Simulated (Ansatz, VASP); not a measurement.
## CaO: VASP beside Ansatz

```xyz
2
Lattice="0.0000 2.4490 2.4490 2.4490 0.0000 2.4490 2.4490 2.4490 0.0000" Properties=species:S:1:pos:R:3 pbc="T T T"
Ca    0.0000    0.0000    0.0000
O     2.4490    2.4490    2.4490
```

Alike in both runs: task single point; functional PBEsol; k mesh 6 × 6 × 6; occupations gaussian, width 0.1 eV; no spin polarisation.

|  | VASP | Ansatz |
| --- | --- | --- |
| version | VASP 6.6.1 | Ansatz 0.2.0 |
| potentials or method | VASP PAW PBE potentials, release 64 (Ca_sv, O), cutoff 600 eV | scalar-relativistic, plane waves, PAW |
| valence electrons in the cell | 16 | 16 |

```csv
,VASP,Ansatz,Ansatz less VASP
gap on the k mesh at the Fermi level (eV),3.55,3.57,+0.017
least direct gap on the mesh (eV),3.94,3.96,+0.017
pressure (GPa),-7.5,-7.9,-0.38
```

VASP's potentials were made for PBE, not for PBEsol.
